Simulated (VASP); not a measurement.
# Te (P6_3/mmc) in VASP: notebook

The runs below take Te through single point, with PBEsol.

All numbers are computed with VASP 6.6.1; they aren't measurements. Logs are shortened: lines on timing, memory, paths and dates and some standing lists are left out, and cuts for length are marked.

### Step 1. The cell of the first run

It takes space group P6_3/mmc (No. 194, hexagonal). The conventional cell has a = 3.611 Å, b = 3.611 Å, c = 4.480 Å, α = 90.00°, β = 90.00°, γ = 120.00°. Te (site symmetry -6m2) has 12 Te at 3.06 to 3.61 Å within 4.0 Å.

### Step 2. Single point, PBEsol

Contents of INCAR:

```
SYSTEM = Te
PREC = Accurate
ENCUT = 520
EDIFF = 1E-7
ISMEAR = -1
SIGMA = 0.1
LREAL = .False.
LASPH = .True.
NELM = 80
ALGO = Normal
ISIF = 2
LWAVE = .False.
LCHARG = .False.
GGA = PS
NBANDS = 13
```

Contents of KPOINTS:

```
regular mesh
0
Gamma
  13 13 7
  0 0 0
```

Contents of POSCAR:

```
Te
1.0
    3.6106367040      0.0000000000      0.0000000000
   -1.8053183520      3.1269031095      0.0000000000
    0.0000000000      0.0000000000      4.4802372264
Te
2
Direct
    0.3333333333      0.6666666667      0.2500000000
    0.6666666667      0.3333333333      0.7500000000
```

Potentials or basis: VASP PAW PBE potentials, release 64 (Te).

The run is started by

```console
cat potpaw_PBE.64/Te/POTCAR > POTCAR
mpirun -np 1 vasp_std > vasp.out
```

OUTCAR:

```text
SYSTEM = Te
   PREC = Accurate
   ENCUT = 520
   EDIFF = 1E-7
   ISMEAR = -1
   LREAL = .False.
   LASPH = .True.
   NELM = 80
   ISIF = 2
   GGA = PS

 ion  position               nearest neighbor table
   1  0.333  0.667  0.250-   2 3.06   2 3.06   2 3.06   2 3.06   2 3.06   2 3.06
   2  0.667  0.333  0.750-   1 3.06   1 3.06   1 3.06   1 3.06   1 3.06   1 3.06

  LATTYP: Found a hexagonal cell.
 ALAT       =     3.6106367040
 C/A-ratio  =     1.2408440931

  Lattice vectors:

 A1 = (   3.6106367040,   0.0000000000,   0.0000000000)
 A2 = (  -1.8053183520,   3.1269031095,   0.0000000000)
 A3 = (   0.0000000000,   0.0000000000,   4.4802372264)

Analysis of symmetry for initial positions (statically):
=====================================================================
 Subroutine PRICEL returns:
 Original cell was already a primitive cell.

 Routine SETGRP: Setting up the symmetry group for a
 hexagonal supercell.

 Subroutine GETGRP returns: Found 24 space group operations
 (whereof 12 operations were pure point group operations)
 out of a pool of 24 trial point group operations.

The static configuration has the point symmetry D_3d.
 The point group associated with its full space group is D_6h.

Analysis of symmetry for dynamics (positions and initial velocities):
=====================================================================
 Subroutine PRICEL returns:
 Original cell was already a primitive cell.

 Routine SETGRP: Setting up the symmetry group for a
 hexagonal supercell.

 Subroutine GETGRP returns: Found 24 space group operations
 (whereof 12 operations were pure point group operations)
 out of a pool of 24 trial point group operations.

The dynamic configuration has the point symmetry D_3d.
 The point group associated with its full space group is D_6h.

 Subroutine INISYM returns: Found 24 space group operations
 (whereof 12 operations are pure point group operations),
 and found     1 'primitive' translations

----------------------------------------------------------------------------------------

                                     Primitive cell

  volume of cell :      50.5824

  direct lattice vectors                    reciprocal lattice vectors
     3.610636704  0.000000000  0.000000000     0.276959462  0.159902620  0.000000000
    -1.805318352  3.126903110  0.000000000     0.000000000  0.319805240  0.000000000
     0.000000000  0.000000000  4.480237226     0.000000000  0.000000000  0.223202467

  length of vectors
     3.610636704  3.610636704  4.480237226     0.319805240  0.319805240  0.223202467

  position of ions in fractional coordinates (direct lattice)
     0.333333333  0.666666667  0.250000000
     0.666666667  0.333333333  0.750000000

  ion indices of the primitive-cell ions
   primitive index   ion index
                 1           1
                 2           2

----------------------------------------------------------------------------------------

 KPOINTS: regular mesh

Automatic generation of k-mesh.
 Grid dimensions read from file:
 generate k-points for:   13   13    7

 Generating k-lattice:

  Cartesian coordinates                     Fractional coordinates (reciprocal lattice)
     0.021304574  0.012300202  0.000000000     0.076923077  0.000000000  0.000000000
     0.000000000  0.024600403  0.000000000     0.000000000  0.076923077  0.000000000
     0.000000000  0.000000000  0.031886067     0.000000000  0.000000000  0.142857143

  Length of vectors
     0.024600403  0.024600403  0.031886067

  Shift w.r.t. Gamma in fractional coordinates (k-lattice)
     0.000000000  0.000000000  0.000000000

 Subroutine IBZKPT returns following result:
 ===========================================

 Found     84 irreducible k-points:

 Following reciprocal coordinates:
            Coordinates               Weight
  0.000000  0.000000  0.000000      1.000000
  0.076923  0.000000  0.000000      6.000000
  0.153846  0.000000  0.000000      6.000000
  0.230769  0.000000  0.000000      6.000000
  0.307692  0.000000  0.000000      6.000000
  0.384615  0.000000  0.000000      6.000000
[... 16 lines left out ...]
  0.076923  0.000000  0.142857     12.000000
  0.153846  0.000000  0.142857     12.000000
 [... further k-points ...]
   k-points           NKPTS =     84   k-points in BZ     NKDIM =     84   number of bands    NBANDS=     13
   number of dos      NEDOS =    301   number of ions     NIONS =      2
   total plane-waves  NPLWV =  28224
   dimension x,y,z NGX =    28 NGY =   28 NGZ =   36
   dimension x,y,z NGXF=    56 NGYF=   56 NGZF=   72
   ions per type =               2
   NGX,Y,Z   is equivalent  to a cutoff of  12.89, 12.89, 13.36 a.u.
   NGXF,Y,Z  is equivalent  to a cutoff of  25.78, 25.78, 26.72 a.u.
 SYSTEM =  Te
   PREC   = accura    normal or accurate (medium, high low for compatibility)
   ISTART =      0    job   : 0-new  1-cont  2-samecut
   ICHARG =      2    charge: 1-file 2-atom 10-const
   ISPIN  =      1    spin polarized calculation?
   LNONCOLLINEAR =      F non collinear calculations
   LSORBIT =      F    spin-orbit coupling
   LASPH  =      T    aspherical Exc in radial PAW
   ENCUT  =  520.0 eV  38.22 Ry    6.18 a.u.   6.71  6.71  8.33*2*pi/ulx,y,z
   NELM   =     80;   NELMIN=  2; NELMDL= -5     # of ELM steps
   EDIFF  = 0.1E-06   stopping-criterion for ELM
   LREAL  =      F    real-space projection
   EDIFFG = 0.1E-05   stopping-criterion for IOM
   NSW    =      0    number of steps for IOM
   IBRION =     -1    ionic relax: 0-MD 1-quasi-New 2-CG
   NFREE  =      0    steps in history (QN), initial steepest desc. (CG)
   ISIF   =      2    stress and relaxation
   ISYM   =      2    0-nonsym 1-usesym 2-fastsym
   POTIM  = 0.5000    time-step for ionic-motion
   TEBEG  =    0.0;   TEEND  =   0.0 temperature during run
   PSTRESS=    0.0 pullay stress
   NELECT =      12.0000    total number of electrons
   NUPDOWN=      -1.0000    fix difference up-down
   EMIN   =  10.00;   EMAX   =-10.00  energy-range for DOS
   EFERMI =   0.00;   METHOD = LEGACY
   ISMEAR =    -1;   SIGMA  =   0.10  broadening in eV -4-tet -1-fermi 0-gaus
   EFERMI_NEDOS =   21; number of points for ismear=-14 and -15
   IALGO  =     38    algorithm
   IMIX   =      4    mixing-type and parameters
     AMIX     =   0.40;   BMIX     =  1.00
     AMIX_MAG =   1.60;   BMIX_MAG =  1.00
  volume/ion in A,a.u.               =      25.29       170.67
  Fermi-wavevector in a.u.,A,eV,Ry     =   1.013450  1.915142 13.974274  1.027080
  Thomas-Fermi vector in A             =   2.146619
   LORBIT       =      0    0 simple, 1 ext, 2 COOP (PROOUT), +10 PAW based schemes
   GGA     = PS    functional components
   LHFCALC =     F    Hartree Fock is set to
   AEXX    =    0.0000 exact exchange contribution
   IVDW    =     0    specifies the selected vdW correction
   LEPSILON=     F    determine dielectric tensor
   LRPA    =     F    only Hartree local field effects (RPA)
 non-spin polarized calculation
  energy-cutoff  :      520.00
  volume of cell :       50.58
 maximum number of plane-waves:      1385
 NGX is ok and might be reduce to    28
   NGX = 13   NGY = 13   NGZ = 17

 number of electron      12.0000000 magnetization

 Free energy of the ion-electron system (eV)
  ---------------------------------------------------
  ext. energy  EPLUGINS =         0.00000000
  ---------------------------------------------------
  free energy    TOTEN  =        -6.61961566 eV

  energy without entropy =       -6.58532292  energy(sigma->0) =       -6.60246929

 E-fermi :   9.5791     XC(G=0): -10.6641

 val. band max:        9.5618351113   @ k =   0.0769   0.0000   0.4286
 cond. band min:       9.5969592310   @ k =   0.3846   0.1538   0.1429
 fundamental gap:      0.0351241197
 Fermi energy:         9.5790887082

 k-point     1 :       0.0000    0.0000    0.0000
  band No.  band energies     occupation
      1      -5.6580      2.00000
      2       0.5174      2.00000
      3       3.1939      2.00000
      4       8.6528      1.99981
      5       8.6528      1.99981
      6      11.4177      0.00000
      7      11.4177      0.00000
      8      13.1699      0.00000
      9      14.4141      0.00000
     10      16.2789      0.00000
     11      17.9839      0.00000
     12      17.9839      0.00000
     13      19.4531      0.00000

 k-point     2 :       0.0769    0.0000    0.0000
  band No.  band energies     occupation
      1      -5.5758      2.00000
      2       0.5229      2.00000
      3       3.2823      2.00000
      4       8.0536      2.00000
      5       8.4175      1.99998
      6      11.1310      0.00000
      7      11.6190      0.00000
      8      13.6939      0.00000
      9      13.9877      0.00000
     10      16.3590      0.00000
     11      17.9254      0.00000
     12      17.9711      0.00000
     13      19.1435      0.00000

 k-point     3 :       0.1538    0.0000    0.0000
  band No.  band energies     occupation
      1      -5.3311      2.00000
      2       0.5108      2.00000
      3       3.5451      2.00000
      4       6.8863      2.00000
      5       7.9086      2.00000
      6      10.4046      0.00052
      7      11.9822      0.00000
      8      12.9749      0.00000
      9      14.4881      0.00000
     10      16.0336      0.00000
     11      18.0060      0.00000
     12      18.5987      0.00000
     13      18.7640      0.00000
[... 305 lines left out ...]
 k-point    23 :       0.0769    0.0000    0.1429
  band No.  band energies     occupation
      1      -5.4237      2.00000
      2      -0.4214      2.00000
      3       4.4010      2.00000
      4       8.2367      2.00000
      5       8.5535      1.99993
      6      10.9471      0.00000
      7      11.4668      0.00000
      8      13.4912      0.00000
      9      13.9009      0.00000
     10      16.3018      0.00000
     11      17.1581      0.00000
     12      17.8011      0.00000
     13      18.9824      0.00000

 k-point    24 :       0.1538    0.0000    0.1429
  band No.  band energies     occupation
      1      -5.1801      2.00000
      2      -0.3182      2.00000
      3       4.3958      2.00000
      4       7.2343      2.00000
      5       8.0546      2.00000
      6      10.0451      0.01875
      7      11.6982      0.00000
      8      12.6792      0.00000
      9      14.7315      0.00000
     10      16.2366      0.00000
     11      17.3065      0.00000
     12      18.0562      0.00000
     13      19.3441      0.00000

 [... further k-points ...]
[... 5 lines left out ...]
  --------------------------------------------------------------------------------------
  -------------------------------------------------------------------------------------
  Total        2.8260208      2.8260208      2.8613026      0.0000000      0.0000000     -0.0000000
  in kB       89.5131236     89.5131236     90.6306592      0.0000000      0.0000000     -0.0000000
  external PRESSURE =      89.8856355 kB  Pullay stress =       0.0000000 kB

 VOLUME and BASIS-vectors are now :
 -----------------------------------------------------------------------------
  energy-cutoff  :      520.00
  volume of cell :       50.58
      direct lattice vectors                 reciprocal lattice vectors
     3.610636704  0.000000000  0.000000000     0.276959462  0.159902620  0.000000000
    -1.805318352  3.126903110  0.000000000     0.000000000  0.319805240  0.000000000
     0.000000000  0.000000000  4.480237226     0.000000000  0.000000000  0.223202467

 POSITION                                       TOTAL-FORCE (eV/Angst)
 -----------------------------------------------------------------------------------
     -0.00000      2.08460      1.12006        -0.000000      0.000000      0.000000
      1.80532      1.04230      3.36018         0.000000     -0.000000      0.000000
 -----------------------------------------------------------------------------------
    total drift:                               -0.000000      0.000000      0.000000

  FREE ENERGIE OF THE ION-ELECTRON SYSTEM (eV)
  ---------------------------------------------------
  free  energy   TOTEN  =        -6.6196156617 eV

  energy  without entropy=       -6.5853229179  energy(sigma->0) =       -6.60246929
```

Run time: 25 s. Hardware: 1 thread of Intel Xeon Platinum 8488C (Sapphire Rapids), shared host; peak memory 0.19 GiB.

What came out:

```yaml
Free_energy: -6.6196 eV
Pressure: 9.0 GPa
Band_gap_on_the_k_mesh: zero (band 6 reaches 11.42 eV, above the bottom of band 7 at 7.74 eV)
```

Stress tensor (GPa, compression positive):
```
8.95 0.00 0.00
0.00 8.95 0.00
0.00 0.00 9.06
```

Levels at points of the mesh, in eV from the Fermi level:
```
           k point  band 3  band 4  band 5  band 6  band 7  band 8  band 9  band 10
(0.00, 0.00, 0.00)   -6.39   -0.93   -0.93    1.84    1.84    3.59    4.84     6.70
```

Caveat: the PAW data sets were made with another functional, which shifts forces and pressure a little; spin-orbit coupling is left out, which moves the levels of the heavy elements.

### Step 3. Single point, PBEsol

Contents of INCAR:

```
SYSTEM = Te
PREC     = Accurate       ! precision mode
ENCUT    = 520            ! plane-wave cutoff, eV
EDIFF    = 1E-6           ! SCF threshold, eV
ISMEAR   = -1             ! smearing method
SIGMA    = 0.1            ! smearing width, eV
LREAL    = .False.        ! projectors in reciprocal space
LASPH    = .True.         ! aspherical terms in the spheres
NELM     = 80             ! most SCF steps
ALGO     = Normal         ! electronic algorithm
ISIF     = 2              ! what is computed and relaxed
LWAVE    = .False.        ! write WAVECAR
LCHARG   = .True.         ! write CHGCAR
GGA      = PS             ! functional
LELF     = .True.         ! ELF
LVHAR    = .True.       
NBANDS   = 13             ! bands
```

Contents of KPOINTS:

```
Automatic mesh
0
Gamma
  13 13 7
  0 0 0
```

Contents of POSCAR:

```
Te
1.0
    3.6110935456      0.0000000000      0.0000000000
   -1.8055467728      3.1272987460      0.0000000000
    0.0000000000      0.0000000000      4.4805213579
Te
2
Direct
    0.3333333333      0.6666666667      0.2500000000
    0.6666666667      0.3333333333      0.7500000000
```

Potentials or basis: VASP PAW PBE potentials, release 64 (Te).

The run is started by

```console
cat potpaw_PBE.64/Te/POTCAR > POTCAR
mpirun -np 1 vasp_std > vasp.out
```

Wall time 23 s (1 thread of Intel Xeon Platinum 8488C (Sapphire Rapids), shared host); peak memory 0.2 GiB.

The run converged. Its results:

```
Free energy            : -6.6205 eV
Pressure               : 9.0 GPa
Band gap on the k mesh : zero (band 6 reaches 11.41 eV, above the bottom of band 7 at 7.74 eV)
```

Stress tensor (GPa, compression positive):
```
8.92 0.00 0.00
0.00 8.92 0.00
0.00 0.00 9.02
```

Levels at points of the mesh, in eV from the Fermi level:
| k point | band 2 | band 3 | band 4 | band 5 | band 6 | band 7 | band 8 | band 9 | band 10 | band 11 |
| --- | --- | --- | --- | --- | --- | --- | --- | --- | --- | --- |
| (0.00, 0.00, 0.00) | -9.06 | -6.38 | -0.93 | -0.93 | 1.84 | 1.84 | 3.59 | 4.83 | 6.70 | 8.40 |

Caveat: the PAW data sets were made with another functional, which shifts forces and pressure a little; spin-orbit coupling is left out, which moves the levels of the heavy elements.
